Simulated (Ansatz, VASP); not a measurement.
# TlBr: VASP beside Ansatz

```xyz
2
Lattice="4.0419 0.0000 0.0000 0.0000 4.0419 0.0000 0.0000 0.0000 4.0419" Properties=species:S:1:pos:R:3 pbc="T T T"
Tl    0.0000    0.0000    0.0000
Br    2.0209    2.0209    2.0209
```

Alike in both runs: functional PBE; k mesh 7 × 7 × 7; occupations fermi-dirac, width 0.02 eV; non-collinear spin, spin-orbit coupling.

Ansatz relaxed the structure, and its values are those at the end. VASP's run is a single point on that final structure, the one shown.

```csv
,VASP,Ansatz
version,VASP 6.6.1,Ansatz 0.2.0
potentials or method,"VASP PAW PBE potentials, release 64 (Tl_d, Br), cutoff 500 eV",all-electron LAPW
```

```tsv
	VASP	Ansatz	Ansatz less VASP
pressure (GPa)	0.0	0.0	-0.01
net moment per atom (μB)	0.00	0.00	0.000
```

Ansatz ran all-electron here, and VASP with PAW potentials.
